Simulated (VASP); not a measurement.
HgTe: single point with r2SCAN

HgTe:

```xyz
2
Lattice="0.0000 3.1751 3.3202 3.1751 0.0000 3.3202 3.1751 3.1751 0.0000" Properties=species:S:1:pos:R:3 pbc="T T T"
Hg    0.0000    0.0000    0.0000
Te    4.7627    4.7627    4.9803
```

This cell differs from its parent crystal: strain -0.015 along x and y, +0.030 along z.

- Program: VASP 6.6.1
- Task: single point
- Functional: r2SCAN
- Potentials or basis: VASP PAW PBE potentials, release 64 (Hg, Te)
- Cutoff: 520 eV
- k mesh: 14 × 14 × 14
- Occupations: gaussian, width 0.15 eV
- Spin: no spin polarisation
- Dipole correction: no
- Further INCAR settings: ALGO = Normal; EDIFF = 1e-07; NBANDS = 16

```
Pressure               : 2.8 GPa
Band gap on the k mesh : zero (filled and empty bands touch)
```

Stress tensor (GPa, compression positive):
```
3.00 0.00 0.00
0.00 3.00 0.00
0.00 0.00 2.32
```

Levels at points of the mesh, in eV from the Fermi level:
```
           k point  band 7  band 8  band 9  band 10  band 11  band 12
(0.00, 0.00, 0.00)   -0.56   -0.29   -0.11    -0.11     4.39     4.39
(0.50, 0.00, 0.00)   -5.87   -1.31   -1.09     0.78     5.09     5.33
(0.50, 0.50, 0.00)   -5.95   -2.43   -2.43     2.15     2.70     8.37
(0.50, 0.00, 0.50)   -5.72   -2.67   -2.56     1.80     2.48     8.67
```

It took 8.4 min on 1 thread of Intel(R) Xeon(R) Platinum 8488C (Sapphire Rapids), with other jobs on the host, peak memory 0.42 GiB.

Caveat: the cell differs from its parent crystal (strain -0.015 along x and y, +0.030 along z); semilocal functionals underestimate gaps, and a narrow one can read as zero; the PAW data sets were made with another functional, which shifts forces and pressure a little; spin-orbit coupling is left out, which moves the levels of the heavy elements.
